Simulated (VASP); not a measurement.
Set up this calculation in VASP 6.6.1, as the native input.

```yaml
Task: single point
Functional: PBE
Potentials_or_basis: VASP PAW PBE potentials, release 64 (Sr_sv, Hg, I)
Cutoff: 520 eV
k_mesh: 3 × 3 × 4
Occupations: gaussian, width 0.1 eV
Spin: no spin polarisation
Dipole_correction: no
Further_INCAR_settings: ALGO = Normal; EDIFF = 1e-06; NBANDS = 54
```

The structure of SrHgI3 lies in POSCAR:

```
SrHgI3
1.0
    9.6300125790      0.0000000000      0.0000000000
   -4.8150062895      8.3398355322      0.0000000000
    0.0000000000      0.0000000000      5.2328406583
Sr Hg I
2 2 6
Direct
    0.3333333333      0.6666666667      0.7500000000
    0.6666666667      0.3333333333      0.2500000000
    0.0000000000      0.0000000000      0.0000000000
    0.0000000000      0.0000000000      0.5000000000
    0.8011981864      0.6023963729      0.7500000000
    0.3976036271      0.1988018136      0.7500000000
    0.8011981864      0.1988018136      0.7500000000
    0.1988018136      0.3976036271      0.2500000000
    0.6023963729      0.8011981864      0.2500000000
    0.1988018136      0.8011981864      0.2500000000
```

The input as run:

INCAR

```
PREC     = Accurate       # precision mode
ENCUT    = 520            # plane-wave cutoff, eV
EDIFF    = 1E-6           # SCF threshold, eV
ISMEAR   = 0              # smearing method
SIGMA    = 0.1            # smearing width, eV
LREAL    = F              # projectors in reciprocal space
LASPH    = T              # aspherical terms in the spheres
NELM     = 100            # most SCF steps
ALGO     = Normal         # electronic algorithm
ISIF     = 2              # what is computed and relaxed
LWAVE    = F              # write WAVECAR
LCHARG   = F              # write CHGCAR
GGA      = PE             # functional
NBANDS   = 54             # bands
```

KPOINTS

```
Automatic mesh
0
Gamma
  3 3 4
```

Potentials or basis: VASP PAW PBE potentials, release 64 (Sr_sv, Hg, I).

Command:

```bash
$ cat potpaw_PBE.64/Sr_sv/POTCAR potpaw_PBE.64/Hg/POTCAR potpaw_PBE.64/I/POTCAR > POTCAR
$ mpirun -np 1 vasp_std > vasp.out
```

It gave:

```
Pressure               : 0.2 GPa
Largest force          : 0.021 eV/Å
Band gap on the k mesh : zero (band 43 reaches 1.73 eV, above the bottom of band 44 at 0.93 eV)
```

Caveat: spin-orbit coupling is left out, which moves the levels of the heavy elements.

Run time: 2.6 min on 1 thread of Intel(R) Xeon(R) 6975P-C (Granite Rapids), with other jobs on the host, peak memory 0.58 GiB.
